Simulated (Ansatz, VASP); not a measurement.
One calculation of Co, two programs

INCAR

```
SYSTEM = Co
ALGO     = Normal         ! electronic algorithm
EDIFF    = 1E-6           ! SCF threshold, eV
ENCUT    = 520            ! plane-wave cutoff, eV
GGA      = PE             ! functional
ISIF     = 2              ! what is computed and relaxed
ISMEAR   = -1             ! smearing method
LASPH    = .True.         ! aspherical terms in the spheres
LCHARG   = .True.         ! write CHGCAR
LELF     = .True.         ! ELF
LREAL    = .False.        ! projectors in reciprocal space
LVHAR    = .True.       
LWAVE    = .False.        ! write WAVECAR
NBANDS   = 10             ! bands
NELM     = 100            ! most SCF steps
PREC     = Accurate       ! precision mode
SIGMA    = 0.05           ! smearing width, eV
```

File KPOINTS:

```
k-points
0
Gamma
  13 13 13
  0 0 0
```

Contents of POSCAR:

```
Co
1.0
   -1.4145745000      1.3929095500      1.3921574700
    1.4429802800     -1.3751271500      1.4027808400
    1.4112696000      1.3718222500     -1.3743750600
Co
1
Direct
    0.0000000000      0.0000000000      0.0000000000
```

The input input.yaml:

```yaml
crystal:
  lattice:
    - [-1.4145745, 1.39290955, 1.39215747]
    - [1.44298028, -1.37512715, 1.40278084]
    - [1.4112696, 1.37182225, -1.37437506]
  atoms:
    - { symbol: Co, position: [0.0, 0.0, 0.0] }
hamiltonian:
  xc: pbe
  pseudopotentials: { kind: paw }
kpoints:
  mp_grid: { grid: [13, 13, 13] }
scf:
  occupations: { method: fermi_dirac, width: 0.05 }
output:
  forces: true
  stress: true
  eigenvalues: true
```

Alike in both runs: task single point; functional PBE; k mesh 13 × 13 × 13; occupations fermi-dirac, width 0.05 eV; no spin polarisation.

```csv
,VASP,Ansatz
version,VASP 6.6.1,Ansatz 0.2.0
potentials or method,"VASP PAW PBE potentials, release 64 (Co)",Ansatz PAW
plane-wave cutoff (eV),520,420
valence electrons in the cell,9,17
```

Ansatz gave:

```
gap on the k mesh at the Fermi level (eV)                     : none
pressure (GPa)                                                : -9.6
traceless stress, the component that is largest in VASP (GPa) : 3.86
```

Task: Which values does VASP return?

Result: gap on the k mesh at the Fermi level (eV): none; pressure (GPa): -10.1; traceless stress, the component that is largest in VASP (GPa): 3.64.

A gap of «none» marks a metal or a gap that the smearing closes. VASP's potentials hold 9 valence electrons a cell and Ansatz's 17, so a difference there can come from the potentials and not from the codes.
